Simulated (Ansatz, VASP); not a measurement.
**BiTe in VASP and in Ansatz**

File INCAR:

```
SYSTEM = BiTe
ALGO     = Normal         ! electronic algorithm
EDIFF    = 1E-7           ! SCF threshold, eV
ENCUT    = 520            ! plane-wave cutoff, eV
GGA      = PE             ! functional
ISIF     = 2              ! what is computed and relaxed
ISMEAR   = 0              ! smearing method
LASPH    = .True.         ! aspherical terms in the spheres
LCHARG   = .False.        ! write CHGCAR
LREAL    = .False.        ! projectors in reciprocal space
LWAVE    = .False.        ! write WAVECAR
NBANDS   = 18             ! bands
NELM     = 80             ! most SCF steps
PREC     = Accurate       ! precision mode
SIGMA    = 0.15           ! smearing width, eV
```

File KPOINTS:

```
k-points
0
Gamma
  12 12 12
  0 0 0
```

POSCAR

```
BiTe
1.0
    2.4227077728      1.3987509848      3.3172919545
   -2.4227077728      1.3987509848      3.3172919545
    0.0000000000     -2.7975019696      3.3172919545
Bi Te
1 1
Direct
    0.5230609647      0.5230609647      0.4769390353
    0.0000000000      0.0000000000      0.0000000000
```

Input for Ansatz:

```yaml
crystal:
  lattice:
    - [2.4227077728, 1.3987509848, 3.3172919545]
    - [-2.4227077728, 1.3987509848, 3.3172919545]
    - [0.0, -2.7975019696, 3.3172919545]
  atoms:
    - { symbol: Bi, position: [0.5230609647, 0.5230609647, 0.4769390353] }
    - { symbol: Te, position: [0.0, 0.0, 0.0] }
basis:
  ecutwfc: 420
kpoints:
  mp_grid: { grid: [12, 12, 12] }
hamiltonian:
  xc: pbe
scf:
  occupations: { method: gaussian, width: 0.15 }
output:
  forces: true
  stress: true
  eigenvalues: true
```

Change from the starting cell: all Bi atoms moved -0.150 Å, as atom 1 towards its neighbour atom 2 (Te) at 3.252 Å.

Alike in both runs: task single point; functional PBE; k mesh 12 × 12 × 12; occupations gaussian, width 0.15 eV; no spin polarisation.

```csv
,VASP,Ansatz
version,VASP 6.6.1,Ansatz 0.2.0
potentials or method,"VASP PAW PBE potentials, release 64 (Bi_d, Te), cutoff 520 eV","scalar-relativistic, plane waves, PAW"
valence electrons in the cell,21,31
```

Ansatz gave:

* gap on the k mesh at the Fermi level (eV): none
* pressure (GPa): 0.3
* traceless stress, the component that is largest in VASP (GPa): 0.33
* rms of the force components (eV/Å): 0.184

**Question.** What did VASP give for the same quantities?

**Answer.** gap on the k mesh at the Fermi level (eV): none; pressure (GPa): 0.3; traceless stress, the component that is largest in VASP (GPa): 0.34; rms of the force components (eV/Å): 0.185.

Atom by atom the forces differ by 0.001 eV/Å (rms over components). A gap of «none» marks a metal or a gap that the smearing closes. VASP's potentials hold 21 valence electrons a cell and Ansatz's 31, so a difference there can come from the potentials and not from the codes.

Spin-orbit coupling is off throughout.
